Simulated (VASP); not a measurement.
Wanted: the native input for a VASP 6.6.1 run.

- Task: single point
- Functional: PBE
- Potentials or basis: VASP PAW PBE potentials, release 64 (Ta_pv)
- Cutoff: 520 eV
- k mesh: 18 × 18 × 18
- Occupations: fermi-dirac, width 0.1 eV
- Spin: no spin polarisation
- Dipole correction: no
- Further INCAR settings: ALGO = Normal; EDIFF = 1e-06; NBANDS = 12

The structure of Ta lies in POSCAR:

```
Ta
1.0
    0.0000000000      1.8830595356      1.8830595356
    1.8830595356      0.0000000000      1.8830595356
    1.8830595356      1.8830595356      0.0000000000
Ta
1
Direct
    0.0000000000      0.0000000000      0.0000000000
```

This isn't the form of Ta at room conditions, which is bcc.

One way to write it, as run:

INCAR

```
PREC = Accurate ; ENCUT = 520
EDIFF = 1E-6 ; ISMEAR = -1
SIGMA = 0.1 ; LREAL = F
LASPH = T ; NELM = 100
ALGO = Normal ; ISIF = 2
LWAVE = F ; LCHARG = F
GGA = PE ; NBANDS = 12
```

KPOINTS

```
Automatic mesh
0
Gamma
  18 18 18
```

Potentials or basis: VASP PAW PBE potentials, release 64 (Ta_pv).

Command:

```sh
$ cat potpaw_PBE.64/Ta_pv/POTCAR > POTCAR
$ mpirun -np 1 vasp_std > vasp.out
```

Results of the run:

The pressure is 122.9 GPa. The band gap on the k mesh is zero (an odd number of electrons rules out a gap without spin polarisation).

Caveat: the cell stands under pressure; spin-orbit coupling is left out, which moves the levels of the heavy elements.

Run time: 27 s on 1 thread of Intel Xeon 8259CL, on a shared host, peak memory 0.15 GiB.
